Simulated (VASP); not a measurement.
# Al2O3 (P-6m2) in VASP: single point with PBEsol

Aim: the single point of Al2O3 with PBEsol.

All numbers are computed with VASP 6.6.1; they aren't measurements. Logs are shortened: lines on timing, memory, paths and dates and some standing lists are left out, and cuts for length are marked.

### Step 1. The cell of the first run

The structure is hexagonal, space group P-6m2 (No. 187). The conventional cell has a = 2.884 Å, b = 2.884 Å, c = 9.337 Å, α = 90.00°, β = 90.00°, γ = 120.00°. Within 2.4 Å of Al (site symmetry 3m) lie 6 O at 1.80 to 2.18 Å. O (site symmetry 3m) has 3 Al at 1.80 Å within 2.4 Å. Within 2.9 Å of O (site symmetry -6m2) lie 6 Al at 2.18 Å and 12 O at 2.66 to 2.88 Å.

### Step 2. Single point, PBEsol

The input, INCAR:

```
SYSTEM = Al2O3
  PREC = Accurate
  ENCUT = 520
  EDIFF = 1E-7
  ISMEAR = 0
  SIGMA = 0.01
  LREAL = .FALSE.
  LASPH = .TRUE.
  NELM = 100
  ALGO = Normal
  ISIF = 2
  LWAVE = .FALSE.
  LCHARG = .FALSE.
  GGA = PS
  NBANDS = 20
```

The input, KPOINTS:

```
regular mesh
0
G
  12 12 4
  0 0 0
```

The input, POSCAR:

```
Al2O3
1.0
    2.8843250000      0.0000000000      0.0000000000
   -1.4421620000      2.4978990000      0.0000000000
    0.0000000000      0.0000000000      9.3367540000
Al O
2 3
Direct
    0.0000000000      0.0000000000      0.1499920000
    0.0000000000      0.0000000000      0.8500080000
    0.3333333333      0.6666666667      0.2223170000
    0.6666666667      0.3333333333      0.0000000000
    0.3333333333      0.6666666667      0.7776830000
```

Potentials or basis: VASP PAW PBE potentials, release 64 (Al, O).

Launch:

```console
cat potpaw_PBE.64/Al/POTCAR potpaw_PBE.64/O/POTCAR > POTCAR
mpirun -np 1 vasp_std > vasp.out
```

OUTCAR:

```text
SYSTEM = Al2O3
   PREC = Accurate
   ENCUT = 520
   EDIFF = 1E-7
   ISMEAR = 0
   LREAL = .FALSE.
   LASPH = .TRUE.
   NELM = 100
   ISIF = 2
   GGA = PS

 ion  position               nearest neighbor table
   1  0.000  0.000  0.150-   3 1.80   3 1.80   3 1.80   4 2.18   4 2.18   4 2.18   2 2.80
   2  0.000  0.000  0.850-   5 1.80   5 1.80   5 1.80   4 2.18   4 2.18   4 2.18   1 2.80
   3  0.333  0.667  0.222-   1 1.80   1 1.80   1 1.80
   4  0.667  0.333  0.000-   1 2.18   2 2.18   1 2.18   2 2.18   1 2.18   2 2.18
   5  0.333  0.667  0.778-   2 1.80   2 1.80   2 1.80

  LATTYP: Found a hexagonal cell.
 ALAT       =     2.8843250000
 C/A-ratio  =     3.2370672514

  Lattice vectors:

 A1 = (   2.8843250000,   0.0000000000,   0.0000000000)
 A2 = (  -1.4421620000,   2.4978990000,   0.0000000000)
 A3 = (   0.0000000000,   0.0000000000,   9.3367540000)

Analysis of symmetry for initial positions (statically):
=====================================================================
 Subroutine PRICEL returns:
 Original cell was already a primitive cell.

 Routine SETGRP: Setting up the symmetry group for a
 hexagonal supercell.

 Subroutine GETGRP returns: Found 12 space group operations
 (whereof 12 operations were pure point group operations)
 out of a pool of 24 trial point group operations.

The static configuration has the point symmetry D_3h.

Analysis of symmetry for dynamics (positions and initial velocities):
=====================================================================
 Subroutine PRICEL returns:
 Original cell was already a primitive cell.

 Routine SETGRP: Setting up the symmetry group for a
 hexagonal supercell.

 Subroutine GETGRP returns: Found 12 space group operations
 (whereof 12 operations were pure point group operations)
 out of a pool of 24 trial point group operations.

The dynamic configuration has the point symmetry D_3h.

 Subroutine INISYM returns: Found 12 space group operations
 (whereof 12 operations are pure point group operations),
 and found     1 'primitive' translations

----------------------------------------------------------------------------------------

                                     Primitive cell

  volume of cell :      67.2690

  direct lattice vectors                    reciprocal lattice vectors
     2.884325000  0.000000000  0.000000000     0.346701568  0.200168152  0.000000000
    -1.442162000  2.497899000  0.000000000     0.000000000  0.400336443  0.000000000
     0.000000000  0.000000000  9.336754000     0.000000000  0.000000000  0.107103604

  length of vectors
     2.884325000  2.884324990  9.336754000     0.400336441  0.400336443  0.107103604

  position of ions in fractional coordinates (direct lattice)
     0.000000000  0.000000000  0.149992000
     0.000000000  0.000000000  0.850008000
     0.333333333  0.666666667  0.222317000
     0.666666667  0.333333333  0.000000000
     0.333333333  0.666666667  0.777683000

  ion indices of the primitive-cell ions
   primitive index   ion index
                 1           1
                 2           2
                 3           3
                 4           4
                 5           5

----------------------------------------------------------------------------------------

 KPOINTS: regular mesh

Automatic generation of k-mesh.
 Grid dimensions read from file:
 generate k-points for:   12   12    4

 Generating k-lattice:

  Cartesian coordinates                     Fractional coordinates (reciprocal lattice)
     0.028891797  0.016680679  0.000000000     0.083333333  0.000000000  0.000000000
     0.000000000  0.033361370  0.000000000     0.000000000  0.083333333  0.000000000
     0.000000000  0.000000000  0.026775901     0.000000000  0.000000000  0.250000000

  Length of vectors
     0.033361370  0.033361370  0.026775901

  Shift w.r.t. Gamma in fractional coordinates (k-lattice)
     0.000000000  0.000000000  0.000000000

 Subroutine IBZKPT returns following result:
 ===========================================

 Found     57 irreducible k-points:

 Following reciprocal coordinates:
            Coordinates               Weight
  0.000000  0.000000  0.000000      1.000000
  0.083333  0.000000  0.000000      6.000000
  0.166667  0.000000  0.000000      6.000000
  0.250000 -0.000000  0.000000      6.000000
  0.333333 -0.000000  0.000000      6.000000
  0.416667  0.000000  0.000000      6.000000
[... 16 lines left out ...]
  0.250000 -0.000000  0.250000     12.000000
  0.333333 -0.000000  0.250000     12.000000
 [... further k-points ...]
   k-points           NKPTS =     57   k-points in BZ     NKDIM =     57   number of bands    NBANDS=     20
   number of dos      NEDOS =    301   number of ions     NIONS =      5
   total plane-waves  NPLWV =  40320
   dimension x,y,z NGX =    24 NGY =   24 NGZ =   70
   dimension x,y,z NGXF=    48 NGYF=   48 NGZF=  140
   ions per type =               2   3
   NGX,Y,Z   is equivalent  to a cutoff of  13.83, 13.83, 12.46 a.u.
   NGXF,Y,Z  is equivalent  to a cutoff of  27.67, 27.67, 24.93 a.u.
 SYSTEM =  Al2O3
   PREC   = accura    normal or accurate (medium, high low for compatibility)
   ISTART =      0    job   : 0-new  1-cont  2-samecut
   ICHARG =      2    charge: 1-file 2-atom 10-const
   ISPIN  =      1    spin polarized calculation?
   LNONCOLLINEAR =      F non collinear calculations
   LSORBIT =      F    spin-orbit coupling
   LASPH  =      T    aspherical Exc in radial PAW
   ENCUT  =  520.0 eV  38.22 Ry    6.18 a.u.   5.36  5.36 17.36*2*pi/ulx,y,z
   NELM   =    100;   NELMIN=  2; NELMDL= -5     # of ELM steps
   EDIFF  = 0.1E-06   stopping-criterion for ELM
   LREAL  =      F    real-space projection
   EDIFFG = 0.1E-05   stopping-criterion for IOM
   NSW    =      0    number of steps for IOM
   IBRION =     -1    ionic relax: 0-MD 1-quasi-New 2-CG
   NFREE  =      0    steps in history (QN), initial steepest desc. (CG)
   ISIF   =      2    stress and relaxation
   ISYM   =      2    0-nonsym 1-usesym 2-fastsym
   POTIM  = 0.5000    time-step for ionic-motion
   TEBEG  =    0.0;   TEEND  =   0.0 temperature during run
   PSTRESS=    0.0 pullay stress
   NELECT =      24.0000    total number of electrons
   NUPDOWN=      -1.0000    fix difference up-down
   EMIN   =  10.00;   EMAX   =-10.00  energy-range for DOS
   EFERMI =   0.00;   METHOD = LEGACY
   ISMEAR =     0;   SIGMA  =   0.01  broadening in eV -4-tet -1-fermi 0-gaus
   EFERMI_NEDOS =   21; number of points for ismear=-14 and -15
   IALGO  =     38    algorithm
   IMIX   =      4    mixing-type and parameters
     AMIX     =   0.40;   BMIX     =  1.00
     AMIX_MAG =   1.60;   BMIX_MAG =  1.00
  volume/ion in A,a.u.               =      13.45        90.79
  Fermi-wavevector in a.u.,A,eV,Ry     =   1.161111  2.194181 18.343072  1.348178
  Thomas-Fermi vector in A             =   2.297686
   LORBIT       =      0    0 simple, 1 ext, 2 COOP (PROOUT), +10 PAW based schemes
   GGA     = PS    functional components
   LHFCALC =     F    Hartree Fock is set to
   AEXX    =    0.0000 exact exchange contribution
   IVDW    =     0    specifies the selected vdW correction
   LEPSILON=     F    determine dielectric tensor
   LRPA    =     F    only Hartree local field effects (RPA)
 non-spin polarized calculation
 Gauss-broadening in eV      SIGMA  =   0.01
  energy-cutoff  :      520.00
  volume of cell :       67.27
 maximum number of plane-waves:      1853
 NGX is ok and might be reduce to    24
   NGX = 11   NGY = 11   NGZ = 35

 number of electron      23.9999983 magnetization

 Free energy of the ion-electron system (eV)
  ---------------------------------------------------
  ext. energy  EPLUGINS =         0.00000000
  ---------------------------------------------------
  free energy    TOTEN  =       -38.13132525 eV

  energy without entropy =      -38.13132525  energy(sigma->0) =      -38.13132525

 E-fermi :   0.8471     XC(G=0):  -8.6150

 val. band max:        0.8007554094   @ k =   0.1667   0.0000   0.0000
 cond. band min:       5.5433820647   @ k =   0.0000   0.0000   0.0000
 fundamental gap:      4.7426266553
 Fermi energy:         0.8471360135

 k-point     1 :       0.0000    0.0000    0.0000
  band No.  band energies     occupation
      1     -17.8478      2.00000
      2     -16.8126      2.00000
      3     -15.6089      2.00000
      4      -4.1999      2.00000
      5      -1.3276      2.00000
      6      -0.6826      2.00000
[... 12 lines left out ...]
     19      15.5531      0.00000
     20      15.5562      0.00000

 k-point     2 :       0.0833    0.0000    0.0000
  band No.  band energies     occupation
      1     -17.7622      2.00000
      2     -16.7482      2.00000
      3     -15.5772      2.00000
      4      -4.1497      2.00000
      5      -1.5351      2.00000
      6      -0.8748      2.00000
[... 12 lines left out ...]
     19      14.8024      0.00000
     20      15.7260      0.00000

 k-point     3 :       0.1667    0.0000    0.0000
  band No.  band energies     occupation
      1     -17.5145      2.00000
      2     -16.5661      2.00000
      3     -15.4937      2.00000
      4      -4.0504      2.00000
      5      -2.2553      2.00000
      6      -1.5250      2.00000
[... 12 lines left out ...]
     19      13.9435      0.00000
     20      14.8271      0.00000

 k-point     4 :       0.2500   -0.0000    0.0000
  band No.  band energies     occupation
      1     -17.1354      2.00000
      2     -16.3024      2.00000
      3     -15.3952      2.00000
      4      -4.0983      2.00000
      5      -3.2817      2.00000
      6      -2.2483      2.00000
[... 429 lines left out ...]
 k-point    23 :       0.2500   -0.0000    0.2500
  band No.  band energies     occupation
      1     -17.1353      2.00000
      2     -16.3026      2.00000
      3     -15.3951      2.00000
      4      -4.0987      2.00000
      5      -3.2806      2.00000
      6      -2.2472      2.00000
[... 12 lines left out ...]
     19      13.3681      0.00000
     20      14.5043      0.00000

 k-point    24 :       0.3333   -0.0000    0.2500
  band No.  band energies     occupation
      1     -16.6820      2.00000
      2     -16.0182      2.00000
      3     -15.3372      2.00000
      4      -4.4626      2.00000
      5      -4.2571      2.00000
      6      -2.9577      2.00000
[... 12 lines left out ...]
     19      13.5620      0.00000
     20      14.7388      0.00000

 [... further k-points ...]

------------------------ aborting loop because EDIFF is reached ----------------------------------------

  FORCE on cell =-STRESS in cart. coord.  units (eV):
  Direction    XX          YY          ZZ          XY          YZ          ZX
  --------------------------------------------------------------------------------------
  -------------------------------------------------------------------------------------
  Total       -1.2766152     -1.2766155     -0.9145438     -0.0000003     -0.0000000      0.0000000
  in kB      -30.4057419    -30.4057486    -21.7821185     -0.0000061     -0.0000000      0.0000000
  external PRESSURE =     -27.5312030 kB  Pullay stress =       0.0000000 kB

 VOLUME and BASIS-vectors are now :
 -----------------------------------------------------------------------------
  energy-cutoff  :      520.00
  volume of cell :       67.27
      direct lattice vectors                 reciprocal lattice vectors
     2.884325000  0.000000000  0.000000000     0.346701568  0.200168152  0.000000000
    -1.442162000  2.497899000  0.000000000     0.000000000  0.400336443  0.000000000
     0.000000000  0.000000000  9.336754000     0.000000000  0.000000000  0.107103604

 POSITION                                       TOTAL-FORCE (eV/Angst)
 -----------------------------------------------------------------------------------
      0.00000      0.00000      1.40044        -0.000000      0.000000     -0.086273
      0.00000      0.00000      7.93632        -0.000000      0.000000      0.086273
      0.00000      1.66527      2.07572         0.000000     -0.000000     -0.143234
      1.44216      0.83263      0.00000        -0.000000      0.000000      0.000000
      0.00000      1.66527      7.26103         0.000000     -0.000000      0.143234
 -----------------------------------------------------------------------------------
    total drift:                                0.000024     -0.000014      0.000000

  FREE ENERGIE OF THE ION-ELECTRON SYSTEM (eV)
  ---------------------------------------------------
  free  energy   TOTEN  =       -38.1313252547 eV

  energy  without entropy=      -38.1313252547  energy(sigma->0) =      -38.13132525
```

Run time: 1.8 min. Hardware: 1 thread of Intel Xeon 8259CL, shared host; peak memory 0.22 GiB.

What came out:

```
Free energy            : -38.1313 eV
Pressure               : -2.8 GPa
Largest force          : 0.143 eV/Å
Band gap on the k mesh : 4.74 eV (least direct gap 4.98 eV)
```

Forces in eV/Å, atoms in the order of the input:
```
Al   0.000  0.000 -0.086
Al   0.000  0.000  0.086
O    0.000  0.000 -0.143
O    0.000  0.000  0.000
O    0.000  0.000  0.143
```

Stress tensor (GPa, compression positive):
```
-3.04  0.00  0.00
 0.00 -3.04  0.00
 0.00  0.00 -2.18
```

Levels at points of the mesh, in eV from the valence-band top:
```csv
k point,band 10,band 11,band 12,band 13,band 14,band 15
"(0.00, 0.00, 0.00)",-0.53,-0.53,-0.24,4.74,7.42,7.75
"(0.50, 0.00, 0.00)",-1.00,-0.82,-0.58,7.70,8.77,8.91
"(0.00, 0.00, 0.50)",-0.53,-0.53,-0.29,4.87,7.04,7.86
"(0.50, 0.00, 0.50)",-1.00,-0.83,-0.57,7.71,8.73,8.97
```

Caveat: the PAW data sets were made with another functional, which shifts forces and pressure a little. A k mesh can miss the band edges.
